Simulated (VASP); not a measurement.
Here is a VASP 6.6.1 calculation.

POSCAR

```
Ru
1.0
    2.7414067149      0.0000000000      0.0000000000
   -1.3707033574      2.3741278572      0.0000000000
    0.0000000000      0.0000000000      4.3382472512
Ru
2
Direct
    0.6666666667      0.3333333333      0.7500000000
    0.3333333333      0.6666666667      0.2500000000
```

The input INCAR.step1:

```
PREC = Accurate ; ENCUT = 520
EDIFF = 1E-5 ; ISMEAR = -1
SIGMA = 0.05 ; LREAL = False
LASPH = True ; NELM = 80
ALGO = Normal ; ISIF = 2
LWAVE = True ; LCHARG = False
GGA = PE ; NBANDS = 21
```

Contents of INCAR.step2:

```
PREC = Accurate ; ENCUT = 520
EDIFF = 1E-6 ; ISMEAR = -1
SIGMA = 0.05 ; LREAL = False
LASPH = True ; NELM = 80
ALGO = Normal ; ISIF = 2
LWAVE = False ; LCHARG = False
GGA = PE ; LHFCALC = True
AEXX = 0.25 ; PRECFOCK = Normal
ISTART = 1 ; NBANDS = 21
```

KPOINTS

```
regular mesh
0
Gamma
  6 6 4
```

Potentials or basis: VASP PAW PBE potentials, release 64 (Ru_pv).

The run is started by

```console
$ cat potpaw_PBE.64/Ru_pv/POTCAR > POTCAR
$ cp INCAR.step1 INCAR
$ mpirun -np 1 vasp_std > vasp.out
$ cp INCAR.step2 INCAR
$ mpirun -np 1 vasp_std > vasp.out
```

(1) Predict the pressure.

(2) Predict the band gap on the k mesh.

Results:

(1) -20.0 GPa.

(2) zero (bands 14 and 15 overlap by 4.15 eV).

Caveat: the k points lie up to 0.44 Å⁻¹ apart, too coarse for converged energies and pressures of a metal; the PAW data sets were made with another functional, which shifts forces and pressure a little.
